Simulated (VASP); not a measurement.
# Ba (P6_3/mmc) in VASP: a series of runs, part 2 of 2

VASP 6.6.1. Earlier steps stand in the parts before.

**3. Single point, PBEsol (volume scaled by 0.88)**

INCAR

```
SYSTEM = Ba
PREC     = Accurate       ! precision mode
ENCUT    = 520            ! plane-wave cutoff, eV
EDIFF    = 1E-6           ! SCF threshold, eV
ISMEAR   = -1             ! smearing method
SIGMA    = 0.1            ! smearing width, eV
LREAL    = .False.        ! projectors in reciprocal space
LASPH    = .True.         ! aspherical terms in the spheres
NELM     = 100            ! most SCF steps
ALGO     = Normal         ! electronic algorithm
ISIF     = 2              ! what is computed and relaxed
LWAVE    = .False.        ! write WAVECAR
LCHARG   = .False.        ! write CHGCAR
GGA      = PS             ! functional
NBANDS   = 17             ! bands
```

KPOINTS

```
regular mesh
0
Gamma
  10 10 5
  0 0 0
```

POSCAR

```
Ba
1.0
    4.1593206492      0.0000000000      0.0000000000
   -2.0796603246      3.6020773447      0.0000000000
    0.0000000000      0.0000000000      6.8049783136
Ba
2
Direct
    0.3333333333      0.6666666667      0.2500000000
    0.6666666667      0.3333333333      0.7500000000
```

Potentials or basis: VASP PAW PBE potentials, release 64 (Ba_sv).

Launch:

```bash
$ cat potpaw_PBE.64/Ba_sv/POTCAR > POTCAR
$ mpirun -np 1 vasp_std > vasp.out
```

OUTCAR:

```text
SYSTEM = Ba
   PREC = Accurate
   ENCUT = 520
   EDIFF = 1E-6
   ISMEAR = -1
   LREAL = .False.
   LASPH = .True.
   NELM = 100
   ISIF = 2
   GGA = PS

 ion  position               nearest neighbor table
   1  0.333  0.667  0.250-   2 4.16   2 4.16   2 4.16   2 4.16   2 4.16   2 4.16
   2  0.667  0.333  0.750-   1 4.16   1 4.16   1 4.16   1 4.16   1 4.16   1 4.16

  LATTYP: Found a hexagonal cell.
 ALAT       =     4.1593206492
 C/A-ratio  =     1.6360792753

  Lattice vectors:

[... 668 lines left out ...]

------------------------ aborting loop because EDIFF is reached ----------------------------------------

  FORCE on cell =-STRESS in cart. coord.  units (eV):
  Direction    XX          YY          ZZ          XY          YZ          ZX
  --------------------------------------------------------------------------------------
  -------------------------------------------------------------------------------------
  Total        0.9799822      0.9799822      0.7766305     -0.0000000      0.0000000      0.0000000
  in kB       15.4002088     15.4002088     12.2045801     -0.0000000      0.0000000      0.0000000
  external PRESSURE =      14.3349992 kB  Pullay stress =       0.0000000 kB

 VOLUME and BASIS-vectors are now :
 -----------------------------------------------------------------------------
  energy-cutoff  :      520.00
  volume of cell :      101.95
      direct lattice vectors                 reciprocal lattice vectors
     4.159320649  0.000000000  0.000000000     0.240423878  0.138808791  0.000000000
    -2.079660325  3.602077345  0.000000000     0.000000000  0.277617581  0.000000000
     0.000000000  0.000000000  6.804978314     0.000000000  0.000000000  0.146951240

 POSITION                                       TOTAL-FORCE (eV/Angst)
 -----------------------------------------------------------------------------------
     -0.00000      2.40138      1.70124         0.000000      0.000000      0.000000
      2.07966      1.20069      5.10373        -0.000000     -0.000000      0.000000
 -----------------------------------------------------------------------------------
    total drift:                               -0.000000      0.000000     -0.000000

  FREE ENERGIE OF THE ION-ELECTRON SYSTEM (eV)
  ---------------------------------------------------
  free  energy   TOTEN  =        -4.2608413990 eV

  energy  without entropy=       -4.1659372398  energy(sigma->0) =       -4.21338932
```

OSZICAR:

```text
N       E                     dE             d eps       ncg     rms          rms(c)
DAV:   1     0.138905051694E+03    0.13891E+03   -0.86082E+03  1428   0.991E+02
DAV:   2     0.449070138400E+01   -0.13441E+03   -0.13121E+03  2164   0.197E+02
DAV:   3    -0.401323120635E+01   -0.85039E+01   -0.84490E+01  1899   0.521E+01
DAV:   4    -0.428199769573E+01   -0.26877E+00   -0.26862E+00  2189   0.682E+00
DAV:   5    -0.428345290558E+01   -0.14552E-02   -0.14551E-02  1889   0.544E-01    0.316E+00
DAV:   6    -0.426864052984E+01    0.14812E-01   -0.13309E-02  1861   0.869E-01    0.183E+00
DAV:   7    -0.426072970881E+01    0.79108E-02   -0.22480E-02  2134   0.109E+00    0.793E-02
DAV:   8    -0.426084179478E+01   -0.11209E-03   -0.85471E-04  1968   0.151E-01    0.249E-02
DAV:   9    -0.426084689601E+01   -0.51012E-05   -0.78294E-06  1923   0.178E-02    0.648E-03
DAV:  10    -0.426084130692E+01    0.55891E-05   -0.43141E-06  1877   0.122E-02    0.224E-03
DAV:  11    -0.426084139903E+01   -0.92113E-07   -0.85166E-08  1199   0.236E-03
   1 F= -.42608414E+01 E0= -.42133893E+01  d E =-.949042E-01
```

Run time: 21 s. Hardware: 1 thread of Intel Xeon 6975P-C (Granite Rapids), shared host; peak memory 0.25 GiB.

What came out:

| Item | Value |
| --- | --- |
| Free energy | -4.2608 eV |
| Pressure | 1.4 GPa |
| Band gap on the k mesh | zero (band 10 reaches 2.48 eV, above the bottom of band 11 at 1.94 eV) |

Stress tensor (GPa, compression positive):
```
1.54 0.00 0.00
0.00 1.54 0.00
0.00 0.00 1.22
```

Caveat: the PAW data sets were made with another functional, which shifts forces and pressure a little; spin-orbit coupling is left out, which moves the levels of the heavy elements.

**4. Single point, PBEsol (volume scaled by 0.92)**

INCAR

```
SYSTEM = Ba
  PREC = Accurate
  ENCUT = 520
  EDIFF = 1E-7
  ISMEAR = -1
  SIGMA = 0.1
  LREAL = .FALSE.
  LASPH = .TRUE.
  NELM = 80
  ALGO = Normal
  ISIF = 2
  LWAVE = .FALSE.
  LCHARG = .FALSE.
  GGA = PS
  NBANDS = 17
```

KPOINTS

```
Automatic mesh
0
G
  10 10 5
  0 0 0
```

POSCAR

```
Ba
1.0
    4.2214092156      0.0000000000      0.0000000000
   -2.1107046078      3.6558476205      0.0000000000
    0.0000000000      0.0000000000      6.9065601303
Ba
2
Direct
    0.3333333333      0.6666666667      0.2500000000
    0.6666666667      0.3333333333      0.7500000000
```

Launch:

```bash
$ cat potpaw_PBE.64/Ba_sv/POTCAR > POTCAR
$ mpirun -np 1 vasp_std > vasp.out
```

Wall time 28 s (1 thread of Intel Xeon 6975P-C (Granite Rapids), shared host); peak memory 0.25 GiB.

It converged, with:

| Item | Value |
| --- | --- |
| Free energy | -4.2949 eV |
| Pressure | 0.9 GPa |
| Band gap on the k mesh | zero (band 10 reaches 2.25 eV, above the bottom of band 11 at 1.82 eV) |

Stress tensor (GPa, compression positive):
```
1.00 0.00 0.00
0.00 1.00 0.00
0.00 0.00 0.79
```

Levels at points of the mesh, in eV from the Fermi level:
```csv
k point,band 8,band 9,band 10,band 11,band 12,band 13
"(0.00, 0.00, 0.00)",-13.40,-2.84,-1.06,1.64,1.89,1.92
"(0.50, 0.00, 0.00)",-13.50,-0.69,-0.61,-0.33,1.01,1.65
```

Caveat: the PAW data sets were made with another functional, which shifts forces and pressure a little; spin-orbit coupling is left out, which moves the levels of the heavy elements.

**5. Single point, PBEsol (volume scaled by 0.96)**

INCAR

```
ALGO = Normal ; EDIFF = 1E-6
ENCUT = 520 ; GGA = PS
ISIF = 2 ; ISMEAR = -1
LASPH = T ; LCHARG = F
LREAL = F ; LWAVE = F
NBANDS = 17 ; NELM = 80
PREC = Accurate ; SIGMA = 0.1
```

KPOINTS

```
k-points
0
Gamma
  10 10 5
```

POSCAR

```
Ba
1.0
    4.2817232103      0.0000000000      0.0000000000
   -2.1408616051      3.7080810721      0.0000000000
    0.0000000000      0.0000000000      7.0052386070
Ba
2
Direct
    0.3333333333      0.6666666667      0.2500000000
    0.6666666667      0.3333333333      0.7500000000
```

Launch:

```bash
$ cat potpaw_PBE.64/Ba_sv/POTCAR > POTCAR
$ mpirun -np 1 vasp_std > vasp.out
```

It took 20 s on 1 thread of Intel Xeon 6975P-C (Granite Rapids), shared host; peak memory 0.25 GiB.

Results (log left out):

| Property | Result |
| --- | --- |
| Free energy | -4.3154 eV |
| Pressure | 0.5 GPa |
| Band gap on the k mesh | zero (band 10 reaches 2.08 eV, above the bottom of band 11 at 1.70 eV) |

Stress tensor (GPa, compression positive):
```
0.54 0.00 0.00
0.00 0.54 0.00
0.00 0.00 0.41
```

Levels at points of the mesh, in eV from the Fermi level:
```csv
k point,band 8,band 9,band 10,band 11,band 12,band 13
"(0.00, 0.00, 0.00)",-13.50,-2.84,-1.03,1.48,1.85,1.88
"(0.50, 0.00, 0.00)",-13.59,-0.70,-0.56,-0.29,0.89,1.57
```

Caveat: the PAW data sets were made with another functional, which shifts forces and pressure a little; spin-orbit coupling is left out, which moves the levels of the heavy elements.

**6. Overview**

```csv
cell,k mesh,gap on the mesh (eV),pressure (GPa)
"a = 4.340, b = 4.340, c = 7.101 Å, angles 90.0, 90.0, 120.0°, 2 atoms",8 × 8 × 5,none,0.1
"a = 4.159, b = 4.159, c = 6.805 Å, angles 90.0, 90.0, 120.0°, 2 atoms",10 × 10 × 5,none,1.4
"a = 4.221, b = 4.221, c = 6.907 Å, angles 90.0, 90.0, 120.0°, 2 atoms",10 × 10 × 5,none,0.9
"a = 4.282, b = 4.282, c = 7.005 Å, angles 90.0, 90.0, 120.0°, 2 atoms",10 × 10 × 5,none,0.5
```

Alike in all rows: task single point; level PBEsol; potentials or basis VASP PAW PBE potentials, release 64 (Ba_sv); no spin polarisation; cutoff (eV) 520; smearing fermi-dirac 0.1 eV.

Caveats: the PAW data sets were made with another functional, which shifts forces and pressure a little; spin-orbit coupling is left out, which moves the levels of the heavy elements.

Total energies depend on the potentials used, so only differences within one code and one set of settings carry meaning.
